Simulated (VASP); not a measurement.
Here is a VASP 6.6.1 calculation.

INCAR

```
SYSTEM = VB4Os
ALGO     = Normal         ! electronic algorithm
EDIFF    = 1E-6           ! SCF threshold, eV
ENCUT    = 500            ! plane-wave cutoff, eV
GGA      = PE             ! functional
GGA_COMPAT= .False.      
ISIF     = 2              ! what is computed and relaxed
ISMEAR   = -1             ! smearing method
ISPIN    = 2              ! spin polarisation
LASPH    = .True.         ! aspherical terms in the spheres
LCHARG   = .True.         ! write CHGCAR
LELF     = .True.         ! ELF
LMAXMIX  = 4              ! l up to which the mixer works
LORBIT   = 11             ! projections on sites
LREAL    = .False.        ! projectors in reciprocal space
LVHAR    = .True.       
LWAVE    = .False.        ! write WAVECAR
MAGMOM   = 2 0 0 0 0 0    ! initial moments
NBANDS   = 34             ! bands
NELM     = 200            ! most SCF steps
PREC     = Accurate       ! precision mode
SIGMA    = 0.15           ! smearing width, eV
```

KPOINTS

```
k-points
0
Gamma
  9 9 3
  0 0 0
```

File POSCAR:

```
VB4Os
1.0
    2.7781831528      0.0000000000      0.0000000000
   -1.3890920592      2.4059773402      0.0000000000
    0.0000000000      0.0000000000      7.1964730535
V B Os
1 4 1
Direct
    0.0000000000      0.0000000000      0.0000000000
    0.0000000000      0.0000000000      0.7094840000
    0.3333333333      0.6666666667      0.7969230000
    0.3333333333      0.6666666667      0.2030770000
    0.0000000000      0.0000000000      0.2905160000
    0.3333333333      0.6666666667      0.5000000000
```

Potentials or basis: VASP PAW PBE potentials, release 64 (V_sv, B, Os_sv_GW).

Launch:

```bash
$ cat potpaw_PBE.64/V_sv/POTCAR potpaw_PBE.64/B/POTCAR potpaw_PBE.64/Os_sv_GW/POTCAR > POTCAR
$ mpirun -np 1 vasp_std > vasp.out
```

(1) Estimate the largest force.

(2) Predict the net moment.

(3) What does it give for the pressure?

Results:

(1) 0.506 eV/Å.

(2) 0.00 μB per cell.

(3) 37.0 GPa.

Caveat: the cell stands under pressure.
